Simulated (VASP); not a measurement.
# TiO2 (I4_1/amd) in VASP: notebook

The runs below take TiO2 through electric field gradients, with PBE.

All numbers are computed with VASP 6.6.1; they aren't measurements. Logs are shortened: lines on timing, memory, paths and dates and some standing lists are left out, and cuts for length are marked.

## Step 1: The cell of the first run

It takes space group I4_1/amd (No. 141, tetragonal). Conventional cell: a = 3.671 Å, b = 3.671 Å, c = 9.514 Å, α = 90.00°, β = 90.00°, γ = 90.00°. Within 2.5 Å of Ti (site symmetry -4m2) lie 6 O at 1.88 to 1.97 Å. O (site symmetry 2mm) has 3 Ti at 1.88 to 1.97 Å and 2 O at 2.40 Å within 2.5 Å.

## Step 2: Electric field gradients, PBE (equal xx and yy strain of -3 %)

The input, INCAR:

```
SYSTEM = TiO2
PREC = Accurate ; ENCUT = 520
EDIFF = 1E-8 ; ISMEAR = -1
SIGMA = 0.08 ; LREAL = .FALSE.
LASPH = .TRUE. ; NELM = 80
ALGO = Normal ; ISIF = 2
LWAVE = .FALSE. ; LCHARG = .FALSE.
GGA = PE ; LEFG = .TRUE.
NBANDS = 33
```

The input, KPOINTS:

```
Automatic mesh
0
G
  13 13 13
  0 0 0
```

The input, POSCAR:

```
TiO2
1.0
   -1.8357250000      1.8357250000      4.7570000000
    1.8357250000     -1.8357250000      4.7570000000
    1.8357250000      1.8357250000     -4.7570000000
Ti O
2 4
Direct
    0.0000000000      0.0000000000      0.0000000000
    0.7500000000      0.2500000000      0.5000000000
    0.2066000000      0.2066000000      0.0000000000
    0.9566000000      0.4566000000      0.5000000000
    0.5434000000      0.0434000000      0.5000000000
    0.7934000000      0.7934000000      0.0000000000
```

Potentials or basis: VASP PAW PBE potentials, release 64 (Ti_sv, O).

Started as:

```sh
> cat potpaw_PBE.64/Ti_sv/POTCAR potpaw_PBE.64/O/POTCAR > POTCAR
> mpirun -np 1 vasp_std > vasp.out
```

OUTCAR:

```text
SYSTEM = TiO2
   PREC = Accurate
   ENCUT = 520
   EDIFF = 1E-8
   ISMEAR = -1
   LREAL = .FALSE.
   LASPH = .TRUE.
   NELM = 80
   ISIF = 2
   GGA = PE

 ion  position               nearest neighbor table
   1  0.000  0.000  0.000-   5 1.88   4 1.88   5 1.88   4 1.88   3 1.97   6 1.97
   2  0.750  0.250  0.500-   6 1.88   3 1.88   6 1.88   3 1.88   4 1.97   5 1.97
   3  0.207  0.207  0.000-   2 1.88   2 1.88   1 1.97
   4  0.957  0.457  0.500-   1 1.88   1 1.88   2 1.97
   5  0.543  0.043  0.500-   1 1.88   1 1.88   2 1.97
   6  0.793  0.793  0.000-   2 1.88   2 1.88   1 1.97

  LATTYP: Found a body centered tetragonal cell.
 ALAT       =     3.6714500000
 C/A-ratio  =     2.5913467431

  Lattice vectors:

 A1 = (  -1.8357250000,   1.8357250000,   4.7570000000)
 A2 = (   1.8357250000,  -1.8357250000,   4.7570000000)
 A3 = (   1.8357250000,   1.8357250000,  -4.7570000000)

Analysis of symmetry for initial positions (statically):
=====================================================================
 Subroutine PRICEL returns:
 Original cell was already a primitive cell.

 Routine SETGRP: Setting up the symmetry group for a
 body centered tetragonal supercell.

 Subroutine GETGRP returns: Found 16 space group operations
 (whereof  8 operations were pure point group operations)
 out of a pool of 16 trial point group operations.

The static configuration has the point symmetry D_2d.
 The point group associated with its full space group is D_4h.

Analysis of symmetry for dynamics (positions and initial velocities):
=====================================================================
 Subroutine PRICEL returns:
 Original cell was already a primitive cell.

 Routine SETGRP: Setting up the symmetry group for a
 body centered tetragonal supercell.

 Subroutine GETGRP returns: Found 16 space group operations
 (whereof  8 operations were pure point group operations)
 out of a pool of 16 trial point group operations.

The dynamic configuration has the point symmetry D_2d.
 The point group associated with its full space group is D_4h.

 Subroutine INISYM returns: Found 16 space group operations
 (whereof  8 operations are pure point group operations),
 and found     1 'primitive' translations

----------------------------------------------------------------------------------------

                                     Primitive cell

  volume of cell :      64.1222

  direct lattice vectors                    reciprocal lattice vectors
    -1.835725000  1.835725000  4.757000000     0.000000000  0.272371951  0.105108262
     1.835725000 -1.835725000  4.757000000     0.272371951  0.000000000  0.105108262
     1.835725000  1.835725000 -4.757000000     0.272371951  0.272371951  0.000000000

  length of vectors
     5.419300836  5.419300836  5.419300836     0.291949013  0.291949013  0.385192107

  position of ions in fractional coordinates (direct lattice)
     0.000000000  0.000000000  0.000000000
     0.750000000  0.250000000  0.500000000
     0.206600000  0.206600000  0.000000000
     0.956600000  0.456600000  0.500000000
     0.543400000  0.043400000  0.500000000
     0.793400000  0.793400000  0.000000000

  ion indices of the primitive-cell ions
   primitive index   ion index
                 1           1
                 2           2
                 3           3
                 4           4
                 5           5
                 6           6

----------------------------------------------------------------------------------------

 KPOINTS: Automatic mesh

Automatic generation of k-mesh.
 Grid dimensions read from file:
 generate k-points for:   13   13   13

 Generating k-lattice:

  Cartesian coordinates                     Fractional coordinates (reciprocal lattice)
     0.000000000  0.020951689  0.008085251     0.076923077  0.000000000  0.000000000
     0.020951689  0.000000000  0.008085251     0.000000000  0.076923077  0.000000000
     0.020951689  0.020951689  0.000000000     0.000000000  0.000000000  0.076923077

  Length of vectors
     0.022457616  0.022457616  0.029630162

  Shift w.r.t. Gamma in fractional coordinates (k-lattice)
     0.000000000  0.000000000  0.000000000

 Subroutine IBZKPT returns following result:
 ===========================================

 Found    196 irreducible k-points:

 Following reciprocal coordinates:
            Coordinates               Weight
  0.000000  0.000000  0.000000      1.000000
  0.076923  0.000000  0.000000      8.000000
  0.153846 -0.000000  0.000000      8.000000
  0.230769 -0.000000  0.000000      8.000000
  0.307692 -0.000000  0.000000      8.000000
  0.384615  0.000000 -0.000000      8.000000
[... 16 lines left out ...]
  0.384615  0.153846  0.000000     16.000000
  0.461538  0.153846 -0.000000     16.000000
 [... further k-points ...]
   k-points           NKPTS =    196   k-points in BZ     NKDIM =    196   number of bands    NBANDS=     33
   number of dos      NEDOS =    301   number of ions     NIONS =      6
   total plane-waves  NPLWV =  64000
   dimension x,y,z NGX =    40 NGY =   40 NGZ =   40
   dimension x,y,z NGXF=    80 NGYF=   80 NGZF=   80
   ions per type =               2   4
   NGX,Y,Z   is equivalent  to a cutoff of  12.27, 12.27, 12.27 a.u.
   NGXF,Y,Z  is equivalent  to a cutoff of  24.54, 24.54, 24.54 a.u.
 SYSTEM =  TiO2
   PREC   = accura    normal or accurate (medium, high low for compatibility)
   ISTART =      0    job   : 0-new  1-cont  2-samecut
   ICHARG =      2    charge: 1-file 2-atom 10-const
   ISPIN  =      1    spin polarized calculation?
   LNONCOLLINEAR =      F non collinear calculations
   LSORBIT =      F    spin-orbit coupling
   LASPH  =      T    aspherical Exc in radial PAW
   ENCUT  =  520.0 eV  38.22 Ry    6.18 a.u.  10.08 10.08 10.08*2*pi/ulx,y,z
   NELM   =     80;   NELMIN=  2; NELMDL= -5     # of ELM steps
   EDIFF  = 0.1E-07   stopping-criterion for ELM
   LREAL  =      F    real-space projection
   EDIFFG = 0.1E-06   stopping-criterion for IOM
   NSW    =      0    number of steps for IOM
   IBRION =     -1    ionic relax: 0-MD 1-quasi-New 2-CG
   NFREE  =      0    steps in history (QN), initial steepest desc. (CG)
   ISIF   =      2    stress and relaxation
   ISYM   =      2    0-nonsym 1-usesym 2-fastsym
   POTIM  = 0.5000    time-step for ionic-motion
   TEBEG  =    0.0;   TEEND  =   0.0 temperature during run
   PSTRESS=    0.0 pullay stress
   NELECT =      48.0000    total number of electrons
   NUPDOWN=      -1.0000    fix difference up-down
   EMIN   =  10.00;   EMAX   =-10.00  energy-range for DOS
   EFERMI =   0.00;   METHOD = LEGACY
   ISMEAR =    -1;   SIGMA  =   0.08  broadening in eV -4-tet -1-fermi 0-gaus
   EFERMI_NEDOS =   21; number of points for ismear=-14 and -15
   IALGO  =     38    algorithm
   IMIX   =      4    mixing-type and parameters
     AMIX     =   0.40;   BMIX     =  1.00
     AMIX_MAG =   1.60;   BMIX_MAG =  1.00
  volume/ion in A,a.u.               =      10.69        72.12
  Fermi-wavevector in a.u.,A,eV,Ry     =   1.486457  2.808997 30.062826  2.209555
  Thomas-Fermi vector in A             =   2.599741
   LORBIT       =      0    0 simple, 1 ext, 2 COOP (PROOUT), +10 PAW based schemes
   GGA     = PE    functional components
   LHFCALC =     F    Hartree Fock is set to
   AEXX    =    0.0000 exact exchange contribution
   IVDW    =     0    specifies the selected vdW correction
   LEPSILON=     F    determine dielectric tensor
   LRPA    =     F    only Hartree local field effects (RPA)
 non-spin polarized calculation
  energy-cutoff  :      520.00
  volume of cell :       64.12
 maximum number of plane-waves:      1746
   NGX = 21   NGY = 21   NGZ = 21

 number of electron      48.0000015 magnetization

 Free energy of the ion-electron system (eV)
  ---------------------------------------------------
  ext. energy  EPLUGINS =         0.00000000
  ---------------------------------------------------
  free energy    TOTEN  =       -53.45632274 eV

  energy without entropy =      -53.45632270  energy(sigma->0) =      -53.45632272

 E-fermi :   5.2389     XC(G=0): -11.0443

 val. band max:        3.9664692214   @ k =  -0.4615   0.4615   0.0000
 cond. band min:       6.2949499969   @ k =   0.0000   0.0000   0.0000
 fundamental gap:      2.3284807755
 Fermi energy:         5.2389008796

 k-point     1 :       0.0000    0.0000    0.0000
  band No.  band energies     occupation
      1     -52.1385      2.00000
      2     -52.0650      2.00000
      3     -28.6915      2.00000
      4     -28.4078      2.00000
      5     -28.4078      2.00000
      6     -28.3270      2.00000
[... 25 lines left out ...]
     32       9.7355      0.00000
     33      10.0340      0.00000

 k-point     2 :       0.0769    0.0000    0.0000
  band No.  band energies     occupation
      1     -52.1374      2.00000
      2     -52.0655      2.00000
      3     -28.6895      2.00000
      4     -28.4181      2.00000
      5     -28.4084      2.00000
      6     -28.3319      2.00000
[... 25 lines left out ...]
     32       9.9354      0.00000
     33      10.1814      0.00000
[... 754 lines left out ...]
     32      10.9367      0.00000
     33      11.4227      0.00000

 k-point    24 :       0.4615    0.1538   -0.0000
  band No.  band energies     occupation
      1     -52.1129      2.00000
      2     -52.0818      2.00000
      3     -28.6594      2.00000
      4     -28.5837      2.00000
      5     -28.4459      2.00000
      6     -28.4023      2.00000
[... 25 lines left out ...]
     32      10.9571      0.00000
     33      11.4534      0.00000

 [... further k-points ...]

------------------------ aborting loop because EDIFF is reached ----------------------------------------

  FORCE on cell =-STRESS in cart. coord.  units (eV):
  Direction    XX          YY          ZZ          XY          YZ          ZX
  --------------------------------------------------------------------------------------
  -------------------------------------------------------------------------------------
  Total        9.5106287      9.5106287      7.8768352      0.0000000     -0.0000000      0.0000000
  in kB      237.6355564    237.6355564    196.8130789      0.0000000     -0.0000000      0.0000000
  external PRESSURE =     224.0280639 kB  Pullay stress =       0.0000000 kB

 VOLUME and BASIS-vectors are now :
 -----------------------------------------------------------------------------
  energy-cutoff  :      520.00
  volume of cell :       64.12
      direct lattice vectors                 reciprocal lattice vectors
    -1.835725000  1.835725000  4.757000000     0.000000000  0.272371951  0.105108262
     1.835725000 -1.835725000  4.757000000     0.272371951  0.000000000  0.105108262
     1.835725000  1.835725000 -4.757000000     0.272371951  0.272371951  0.000000000

 POSITION                                       TOTAL-FORCE (eV/Angst)
 -----------------------------------------------------------------------------------
      0.00000      0.00000      0.00000        -0.000000     -0.000000     -0.000000
      0.00000      1.83573      2.37850        -0.000000     -0.000000     -0.000000
      0.00000      0.00000      1.96559        -0.000000     -0.000000      0.259332
     -0.00000      1.83573      4.34409         0.000000      0.000000      0.259332
      0.00000      1.83573      0.41291        -0.000000     -0.000000     -0.259332
      0.00000      0.00000      7.54841         0.000000      0.000000     -0.259332
 -----------------------------------------------------------------------------------
    total drift:                                0.000000      0.000000     -0.000000

  FREE ENERGIE OF THE ION-ELECTRON SYSTEM (eV)
  ---------------------------------------------------
  free  energy   TOTEN  =       -53.4563227401 eV

  energy  without entropy=      -53.4563226986  energy(sigma->0) =      -53.45632272

 Electric field gradients (V/A^2)
---------------------------------------------------------------------
 ion       V_xx      V_yy      V_zz      V_xy      V_xz      V_yz
---------------------------------------------------------------------
   1     -13.954   -13.954    27.908     0.002     0.001     0.001
   2     -13.954   -13.954    27.908     0.002     0.001     0.001
   3      -7.790    11.738    -3.947    -0.003    -0.003    -0.003
   4      11.738    -7.790    -3.947    -0.003    -0.003    -0.003
   5      -7.790    11.738    -3.947    -0.003    -0.003    -0.003
   6      11.738    -7.790    -3.947    -0.003    -0.003    -0.003
---------------------------------------------------------------------

 Electric field gradients after diagonalization (V/A^2)
 (convention: |V_zz| > |V_xx| > |V_yy|)
----------------------------------------------------------------------
 ion       V_xx      V_yy      V_zz     asymmetry (V_yy - V_xx)/ V_zz
----------------------------------------------------------------------
   1     -13.956   -13.952    27.908       0.000
   2     -13.956   -13.952    27.908       0.000
   3      -7.790    -3.947    11.738       0.327
   4      -7.790    -3.947    11.738       0.327
   5      -7.790    -3.947    11.738       0.327
   6      -7.790    -3.947    11.738       0.327
----------------------------------------------------------------------

           NMR quadrupolar parameters

 Cq : quadrupolar parameter    Cq=e*Q*V_zz/h
 eta: asymmetry parameters     (V_yy - V_xx)/ V_zz
 Q  : nuclear electric quadrupole moment in mb (millibarn)
----------------------------------------------------------------------
 ion       Cq(MHz)       eta       Q (mb)
----------------------------------------------------------------------
   1       0.067       0.000       1.000
   2       0.067       0.000       1.000
   3       0.028       0.327       1.000
   4       0.028       0.327       1.000
   5       0.028       0.327       1.000
   6       0.028       0.327       1.000
----------------------------------------------------------------------
```

It took 13 min on 1 thread of Intel Xeon Platinum 8259CL at 2.50GHz (Skylake/Cascade Lake), shared host; peak memory 0.48 GiB.

What came out:

```
Free energy                             : -53.4563 eV
Pressure                                : 22.4 GPa
Largest force                           : 0.259 eV/Å
Band gap on the k mesh                  : 2.33 eV (least direct gap 2.65 eV)
Largest electric field gradient by atom : Ti +27.9; O +11.7 V/Å²
```

Forces on the atoms (eV/Å):
```
Ti   0.000  0.000  0.000
Ti   0.000  0.000  0.000
O    0.000  0.000  0.259
O    0.000  0.000  0.259
O    0.000  0.000 -0.259
O    0.000  0.000 -0.259
```

Electric field gradients, principal values (V/Å²):
```
atom    least   middle  greatest (by size)
1 Ti  -13.952  -13.956              27.908
2 Ti  -13.952  -13.956              27.908
 3 O   -3.947   -7.790              11.738
 4 O   -3.947   -7.790              11.738
 5 O   -3.947   -7.790              11.738
 6 O   -3.947   -7.790              11.738
```

Caveat: the cell differs from its parent crystal (equal xx and yy strain of -3 %); the cell stands under pressure; without QUAD_EFG the Cq values of the log hold for a quadrupole moment of 1 mb, not for the nuclei. A k mesh can miss the band edges.

## Step 3: Electric field gradients, PBE

This run uses another cell than the first one, of 11.36 Å³/atom.

The input, INCAR:

```
ALGO = Normal ; EDIFF = 1E-8
ENCUT = 520 ; GGA = PE
ISIF = 2 ; ISMEAR = -1
LASPH = True ; LCHARG = False
LEFG = True ; LREAL = False
LWAVE = False ; NBANDS = 33
NELM = 60 ; PREC = Accurate
SIGMA = 0.08
```

The input, KPOINTS:

```
k-points
0
Gamma
  13 13 13
```

POSCAR: that of step 2 with these lines changed.

```diff
@@ -2,5 +2,5 @@
 1.0
-   -1.8357250000      1.8357250000      4.7570000000
-    1.8357250000     -1.8357250000      4.7570000000
-    1.8357250000      1.8357250000     -4.7570000000
+   -1.8925000000      1.8925000000      4.7570000000
+    1.8925000000     -1.8925000000      4.7570000000
+    1.8925000000      1.8925000000     -4.7570000000
 Ti O
```

Potentials or basis: VASP PAW PBE potentials, release 64 (Ti_sv, O).

Started as:

```sh
> cat potpaw_PBE.64/Ti_sv/POTCAR potpaw_PBE.64/O/POTCAR > POTCAR
> mpirun -np 1 vasp_std > vasp.out
```

OUTCAR:

```text
EDIFF = 1E-8
   ENCUT = 520
   GGA = PE
   ISIF = 2
   ISMEAR = -1
   LASPH = True
   LREAL = False
   NELM = 60
   PREC = Accurate

 ion  position               nearest neighbor table
   1  0.000  0.000  0.000-   5 1.94   4 1.94   5 1.94   4 1.94   3 1.97   6 1.97
   2  0.750  0.250  0.500-   6 1.94   3 1.94   6 1.94   3 1.94   4 1.97   5 1.97
   3  0.207  0.207  0.000-   2 1.94   2 1.94   1 1.97
   4  0.957  0.457  0.500-   1 1.94   1 1.94   2 1.97
   5  0.543  0.043  0.500-   1 1.94   1 1.94   2 1.97
   6  0.793  0.793  0.000-   2 1.94   2 1.94   1 1.97

  LATTYP: Found a body centered tetragonal cell.
 ALAT       =     3.7850000000
 C/A-ratio  =     2.5136063408
[... 1106 lines left out ...]
   3      -8.446    17.103    -8.657     0.000    -0.001    -0.001
   4      17.103    -8.446    -8.657     0.000    -0.001    -0.001
   5      -8.446    17.103    -8.657     0.000    -0.001    -0.001
   6      17.103    -8.446    -8.657     0.000    -0.001    -0.001
---------------------------------------------------------------------

 Electric field gradients after diagonalization (V/A^2)
 (convention: |V_zz| > |V_xx| > |V_yy|)
----------------------------------------------------------------------
 ion       V_xx      V_yy      V_zz     asymmetry (V_yy - V_xx)/ V_zz
----------------------------------------------------------------------
   1       0.880     0.878    -1.759       0.001
   2       0.880     0.878    -1.759       0.001
   3      -8.657    -8.446    17.103       0.012
   4      -8.657    -8.446    17.103       0.012
   5      -8.657    -8.446    17.103       0.012
   6      -8.657    -8.446    17.103       0.012
----------------------------------------------------------------------

           NMR quadrupolar parameters

 Cq : quadrupolar parameter    Cq=e*Q*V_zz/h
 eta: asymmetry parameters     (V_yy - V_xx)/ V_zz
 Q  : nuclear electric quadrupole moment in mb (millibarn)
----------------------------------------------------------------------
 ion       Cq(MHz)       eta       Q (mb)
----------------------------------------------------------------------
   1      -0.004       0.001       1.000
   2      -0.004       0.001       1.000
   3       0.041       0.012       1.000
   4       0.041       0.012       1.000
   5       0.041       0.012       1.000
   6       0.041       0.012       1.000
----------------------------------------------------------------------
```

It took 17 min on 1 thread of AMD EPYC 7R13 (Zen 3), shared host; peak memory 0.47 GiB.

What came out:

```yaml
Free_energy: -53.8128 eV
Pressure: 6.6 GPa
Largest_force: 0.361 eV/Å
Band_gap_on_the_k_mesh: 2.15 eV (least direct gap 2.45 eV)
Largest_electric_field_gradient_by_atom: Ti -1.8; O +17.1 V/Å²
```

Forces in eV/Å, atoms in the order of the input:
```
Ti   0.000  0.000  0.000
Ti   0.000  0.000  0.000
O    0.000  0.000  0.361
O    0.000  0.000  0.361
O    0.000  0.000 -0.361
O    0.000  0.000 -0.361
```

Electric field gradients, principal values (V/Å²):
| atom | least | middle | greatest (by size) |
| --- | --- | --- | --- |
| 1 Ti | 0.878 | 0.880 | -1.759 |
| 2 Ti | 0.878 | 0.880 | -1.759 |
| 3 O | -8.446 | -8.657 | 17.103 |
| 4 O | -8.446 | -8.657 | 17.103 |
| 5 O | -8.446 | -8.657 | 17.103 |
| 6 O | -8.446 | -8.657 | 17.103 |

Caveat: the cell stands under pressure; without QUAD_EFG the Cq values of the log hold for a quadrupole moment of 1 mb, not for the nuclei. A hybrid or GW would open this gap; PBE tends to underestimate it.
